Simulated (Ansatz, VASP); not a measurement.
# Two plane-wave programs on Fe

```
CELL_PARAMETERS angstrom
-1.45343 1.45343 1.45343
1.45343 -1.45343 1.45343
1.45343 1.45343 -1.45343
ATOMIC_POSITIONS crystal
Fe 0.00000 0.00000 0.00000
```

Alike in both runs: task single point; functional r2SCAN; k mesh 25 × 25 × 25; occupations fermi-dirac, width 0.05 eV; collinear spin.

|  | VASP | Ansatz |
| --- | --- | --- |
| version | VASP 6.6.1 | Ansatz 0.2.0 |
| potentials or method | VASP PAW PBE potentials, release 64 (Fe), cutoff 520 eV | plane waves (500 eV) with PAW, scalar-relativistic |
| valence electrons in the cell | 8 | 16 |

Ansatz gave:

| Property | Result |
| --- | --- |
| pressure (GPa) | -6.9 |
| net moment per atom (μB) | 2.69 |
| size of the moment on the site where the two differ most (μB) | 2.86 |

Question: Which values does VASP return?

Answer: Pressure (GPa): -7.2; net moment per atom (μB): 2.69; size of the moment on the site where the two differ most (μB): 2.77.

VASP's potentials were made for PBE, not for r2SCAN. Site moments also hang on the region over which each program counts them. VASP's potentials hold 8 valence electrons a cell and Ansatz's 16, so a difference there can come from the potentials and not from the codes. Ansatz's warnings: stability check not made.
